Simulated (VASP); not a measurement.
# NaH in VASP: settings compared, part 3 of 3

VASP 6.6.1. Earlier steps stand in the parts before.

**5. Single point, r2SCAN (epitaxial 111 strain +1.2%)**

File POSCAR:

```
NaH
1.0
   -0.0254199634      2.4013419738      2.4013419738
    2.4013419738     -0.0254199634      2.4013419738
    2.4013419738      2.4013419738     -0.0254199634
Na H
1 1
Direct
    0.0000000000      0.0000000000      0.0000000000
    0.5000000000      0.5000000000      0.5000000000
```

File INCAR.step1:

```
PREC     = Accurate       # precision mode
ENCUT    = 520            # plane-wave cutoff, eV
ISMEAR   = 0              # smearing method
SIGMA    = 0.01           # smearing width, eV
LREAL    = F              # projectors in reciprocal space
LASPH    = T              # aspherical terms in the spheres
NELM     = 80             # most SCF steps
NBANDS   = 11             # bands
GGA      = PE             # functional
ALGO     = Normal         # electronic algorithm
EDIFF    = 1E-4           # SCF threshold, eV
LWAVE    = T              # write WAVECAR
LCHARG   = F              # write CHGCAR
```

File INCAR.step2:

```
PREC     = Accurate       # precision mode
ENCUT    = 520            # plane-wave cutoff, eV
EDIFF    = 1E-6           # SCF threshold, eV
ISMEAR   = 0              # smearing method
SIGMA    = 0.01           # smearing width, eV
LREAL    = F              # projectors in reciprocal space
LASPH    = T              # aspherical terms in the spheres
NELM     = 80             # most SCF steps
ALGO     = Normal         # electronic algorithm
ISIF     = 2              # what is computed and relaxed
LWAVE    = F              # write WAVECAR
LCHARG   = T              # write CHGCAR
METAGGA  = R2SCAN         # meta-GGA
LMIXTAU  = T            
LELF     = T              # ELF
LVHAR    = T            
NBANDS   = 11             # bands
ISTART   = 1
```

File KPOINTS:

```
Automatic mesh
0
Gamma
  10 10 10
```

Potentials or basis: VASP PAW PBE potentials, release 64 (Na_pv, H).

On the command line:

```console
$ cat potpaw_PBE.64/Na_pv/POTCAR potpaw_PBE.64/H/POTCAR > POTCAR
$ cp INCAR.step1 INCAR
$ mpirun -np 1 vasp_std > vasp.out
$ cp INCAR.step2 INCAR
$ mpirun -np 1 vasp_std > vasp.out
```

OUTCAR:

```text
PREC = Accurate
   ENCUT = 520
   EDIFF = 1E-6
   ISMEAR = 0
   LREAL = F
   LASPH = T
   NELM = 80
   ISIF = 2
   METAGGA = R2SCAN
   ISTART = 1

 ion  position               nearest neighbor table
   1  0.000  0.000  0.000-
   2  0.500  0.500  0.500-

  LATTYP: Found a trigonal (rhomboedric) cell.
 ALAT       =     3.3961055232
 COS(alpha) =     0.4893868479

  Lattice vectors:

 A1 = (  -0.0254199634,   2.4013419738,   2.4013419738)
 A2 = (   2.4013419738,  -0.0254199634,   2.4013419738)
 A3 = (   2.4013419738,   2.4013419738,  -0.0254199634)

Analysis of symmetry for initial positions (statically):
=====================================================================
 Subroutine PRICEL returns:
 Original cell was already a primitive cell.

 Routine SETGRP: Setting up the symmetry group for a
 trigonal (rhombohedral) supercell.

 Subroutine GETGRP returns: Found 12 space group operations
 (whereof 12 operations were pure point group operations)
 out of a pool of 12 trial point group operations.

The static configuration has the point symmetry D_3d.

Analysis of symmetry for dynamics (positions and initial velocities):
=====================================================================
 Subroutine PRICEL returns:
 Original cell was already a primitive cell.

 Routine SETGRP: Setting up the symmetry group for a
 trigonal (rhombohedral) supercell.

 Subroutine GETGRP returns: Found 12 space group operations
 (whereof 12 operations were pure point group operations)
 out of a pool of 12 trial point group operations.

The dynamic configuration has the point symmetry D_3d.

 Subroutine INISYM returns: Found 12 space group operations
 (whereof 12 operations are pure point group operations),
 and found     1 'primitive' translations

----------------------------------------------------------------------------------------

                                     Primitive cell

  volume of cell :      28.1341

  direct lattice vectors                    reciprocal lattice vectors
    -0.025419963  2.401341974  2.401341974    -0.204939544  0.207132190  0.207132190
     2.401341974 -0.025419963  2.401341974     0.207132190 -0.204939544  0.207132190
     2.401341974  2.401341974 -0.025419963     0.207132190  0.207132190 -0.204939544

  length of vectors
     3.396105523  3.396105523  3.396105523     0.357502035  0.357502035  0.357502035

  position of ions in fractional coordinates (direct lattice)
     0.000000000  0.000000000  0.000000000
     0.500000000  0.500000000  0.500000000

  ion indices of the primitive-cell ions
   primitive index   ion index
                 1           1
                 2           2

----------------------------------------------------------------------------------------

 KPOINTS: Automatic mesh

Automatic generation of k-mesh.
 Grid dimensions read from file:
 generate k-points for:   10   10   10

 Generating k-lattice:

  Cartesian coordinates                     Fractional coordinates (reciprocal lattice)
    -0.020493954  0.020713219  0.020713219     0.100000000  0.000000000  0.000000000
     0.020713219 -0.020493954  0.020713219     0.000000000  0.100000000  0.000000000
     0.020713219  0.020713219 -0.020493954     0.000000000  0.000000000  0.100000000

  Length of vectors
     0.035750204  0.035750204  0.035750204

  Shift w.r.t. Gamma in fractional coordinates (k-lattice)
     0.000000000  0.000000000  0.000000000

 Subroutine IBZKPT returns following result:
 ===========================================

 Found    116 irreducible k-points:

 Following reciprocal coordinates:
            Coordinates               Weight
  0.000000  0.000000  0.000000      1.000000
  0.100000  0.000000 -0.000000      6.000000
  0.200000  0.000000 -0.000000      6.000000
  0.300000  0.000000 -0.000000      6.000000
  0.400000  0.000000  0.000000      6.000000
  0.500000  0.000000  0.000000      3.000000
[... 16 lines left out ...]
  0.300000  0.300000 -0.000000      6.000000
  0.400000  0.300000  0.000000     12.000000
 [... further k-points ...]
   k-points           NKPTS =    116   k-points in BZ     NKDIM =    116   number of bands    NBANDS=     11
   number of dos      NEDOS =    301   number of ions     NIONS =      2
   total plane-waves  NPLWV =  21952
   dimension x,y,z NGX =    28 NGY =   28 NGZ =   28
   dimension x,y,z NGXF=    56 NGYF=   56 NGZF=   56
   ions per type =               1   1
   NGX,Y,Z   is equivalent  to a cutoff of  13.71, 13.71, 13.71 a.u.
   NGXF,Y,Z  is equivalent  to a cutoff of  27.41, 27.41, 27.41 a.u.
 SYSTEM =  unknown system
   PREC   = accura    normal or accurate (medium, high low for compatibility)
   ISTART =      1    job   : 0-new  1-cont  2-samecut
   ICHARG =      0    charge: 1-file 2-atom 10-const
   ISPIN  =      1    spin polarized calculation?
   LNONCOLLINEAR =      F non collinear calculations
   LSORBIT =      F    spin-orbit coupling
   LASPH  =      T    aspherical Exc in radial PAW
   ENCUT  =  520.0 eV  38.22 Ry    6.18 a.u.   6.31  6.31  6.31*2*pi/ulx,y,z
   NELM   =     80;   NELMIN=  2; NELMDL=  0     # of ELM steps
   EDIFF  = 0.1E-05   stopping-criterion for ELM
   LREAL  =      F    real-space projection
   EDIFFG = 0.1E-04   stopping-criterion for IOM
   NSW    =      0    number of steps for IOM
   IBRION =     -1    ionic relax: 0-MD 1-quasi-New 2-CG
   NFREE  =      0    steps in history (QN), initial steepest desc. (CG)
   ISIF   =      2    stress and relaxation
   ISYM   =      2    0-nonsym 1-usesym 2-fastsym
   POTIM  = 0.5000    time-step for ionic-motion
   TEBEG  =    0.0;   TEEND  =   0.0 temperature during run
   PSTRESS=    0.0 pullay stress
   NELECT =       8.0000    total number of electrons
   NUPDOWN=      -1.0000    fix difference up-down
   EMIN   =  10.00;   EMAX   =-10.00  energy-range for DOS
   EFERMI =   0.00;   METHOD = LEGACY
   ISMEAR =     0;   SIGMA  =   0.01  broadening in eV -4-tet -1-fermi 0-gaus
   EFERMI_NEDOS =   21; number of points for ismear=-14 and -15
   IALGO  =     38    algorithm
   IMIX   =      4    mixing-type and parameters
     AMIX     =   0.40;   BMIX     =  1.00
     AMIX_MAG =   1.60;   BMIX_MAG =  1.00
  volume/ion in A,a.u.               =      14.07        94.93
  Fermi-wavevector in a.u.,A,eV,Ry     =   1.076532  2.034351 15.768081  1.158921
  Thomas-Fermi vector in A             =   2.212419
   LORBIT       =      0    0 simple, 1 ext, 2 COOP (PROOUT), +10 PAW based schemes
   METAGGA = R2SCAN    functional components
   LHFCALC =     F    Hartree Fock is set to
   AEXX    =    0.0000 exact exchange contribution
   IVDW    =     0    specifies the selected vdW correction
   LEPSILON=     F    determine dielectric tensor
   LRPA    =     F    only Hartree local field effects (RPA)
 non-spin polarized calculation
 Gauss-broadening in eV      SIGMA  =   0.01
  energy-cutoff  :      520.00
  volume of cell :       28.13
 maximum number of plane-waves:       772
 NGX is ok and might be reduce to    28
   NGX = 13   NGY = 13   NGZ = 13

 number of electron       7.9999999 magnetization

 Free energy of the ion-electron system (eV)
  ---------------------------------------------------
  ext. energy  EPLUGINS =         0.00000000
  ---------------------------------------------------
  free energy    TOTEN  =        -7.60017615 eV

  energy without entropy =       -7.60017615  energy(sigma->0) =       -7.60017615

 E-fermi :  -1.3814     XC(G=0):  -8.1491

 val. band max:       -1.4613807757   @ k =  -0.3000   0.5000   0.2000
 cond. band min:       2.8971187164   @ k =   0.5000   0.0000   0.0000
 fundamental gap:      4.3584994921
 Fermi energy:        -1.3813622940

 k-point     1 :       0.0000    0.0000    0.0000
  band No.  band energies     occupation
      1     -24.3431      2.00000
      2     -24.3393      2.00000
      3     -24.3393      2.00000
      4      -5.0039      2.00000
      5      10.0154      0.00000
      6      14.8012      0.00000
      7      14.8012      0.00000
      8      15.1881      0.00000
      9      15.7352      0.00000
     10      15.7352      0.00000
     11      16.0561      0.00000
[... 309 lines left out ...]
 k-point    24 :       0.4000    0.3000    0.0000
  band No.  band energies     occupation
      1     -24.4059      2.00000
      2     -24.3656      2.00000
      3     -24.3637      2.00000
      4      -2.5395      2.00000
      5       4.9848      0.00000
      6       8.4494      0.00000
      7      10.6409      0.00000
      8      11.4673      0.00000
      9      13.5051      0.00000
     10      20.6236      0.00000
     11      22.1498      0.00000

 [... further k-points ...]
[... 5 lines left out ...]
  --------------------------------------------------------------------------------------
  -------------------------------------------------------------------------------------
  Total       -0.1176045     -0.1176045     -0.1176045      0.0325552      0.0325552      0.0325552
  in kB       -6.6973180     -6.6973180     -6.6973180      1.8539444      1.8539444      1.8539444
  external PRESSURE =      -6.6973180 kB  Pullay stress =       0.0000000 kB

 VOLUME and BASIS-vectors are now :
 -----------------------------------------------------------------------------
  energy-cutoff  :      520.00
  volume of cell :       28.13
      direct lattice vectors                 reciprocal lattice vectors
    -0.025419963  2.401341974  2.401341974    -0.204939544  0.207132190  0.207132190
     2.401341974 -0.025419963  2.401341974     0.207132190 -0.204939544  0.207132190
     2.401341974  2.401341974 -0.025419963     0.207132190  0.207132190 -0.204939544

 POSITION                                       TOTAL-FORCE (eV/Angst)
 -----------------------------------------------------------------------------------
      0.00000      0.00000      0.00000         0.000000     -0.000000     -0.000000
      2.38863      2.38863      2.38863         0.000000      0.000000      0.000000
 -----------------------------------------------------------------------------------
    total drift:                               -0.000000     -0.000000     -0.000000

  FREE ENERGIE OF THE ION-ELECTRON SYSTEM (eV)
  ---------------------------------------------------
  free  energy   TOTEN  =        -7.6001761485 eV

  energy  without entropy=       -7.6001761485  energy(sigma->0) =       -7.60017615
```

Run time: 4.1 min. Hardware: 1 thread of Intel Xeon 8259CL, shared host; peak memory 0.18 GiB.

What came out:

* Free energy: -7.6002 eV
* Pressure: -0.7 GPa
* Band gap on the k mesh: 4.36 eV (least direct gap 5.20 eV)

Stress tensor (GPa, compression positive):
```
-0.67  0.19  0.19
 0.19 -0.67  0.19
 0.19  0.19 -0.67
```

Levels at points of the mesh, in eV from the valence-band top:
| k point | band 2 | band 3 | band 4 | band 5 | band 6 | band 7 |
| --- | --- | --- | --- | --- | --- | --- |
| (0.00, 0.00, 0.00) | -22.88 | -22.88 | -3.54 | 11.48 | 16.26 | 16.26 |
| (0.50, 0.00, 0.00) | -22.89 | -22.89 | -0.84 | 4.36 | 11.76 | 13.89 |
| (0.50, 0.50, 0.00) | -22.91 | -22.91 | -0.15 | 5.21 | 10.73 | 11.28 |
| (0.50, 0.50, 0.50) | -22.89 | -22.89 | -0.75 | 4.48 | 11.61 | 13.80 |

Caveat: the cell differs from its parent crystal (epitaxial 111 strain +1.2%); the PAW data sets were made with another functional, which shifts forces and pressure a little.

**6. Summary**

```tsv
level	cell	smearing	gap on the mesh (eV)	pressure (GPa)
PBE	a = 3.313 Å, angles 60.0°, 2 atoms	fermi-dirac 0.02 eV	3.94	2.5
r2SCAN	a = 3.313 Å, angles 60.0°, 2 atoms	gaussian 0.01 eV	4.56	1.7
PBE	a = 3.396 Å, angles 60.7°, 2 atoms	fermi-dirac 0.02 eV	3.75	0.0
r2SCAN	a = 3.396 Å, angles 60.7°, 2 atoms	gaussian 0.01 eV	4.36	-0.7
```

Alike in all rows: task single point; potentials or basis VASP PAW PBE potentials, release 64 (Na_pv, H); no spin polarisation; k mesh 10 × 10 × 10; cutoff (eV) 520.

Caveats: the PAW data sets were made with another functional, which shifts forces and pressure a little (at least some runs).

Absolute energies hang on the potentials; compare differences alone.
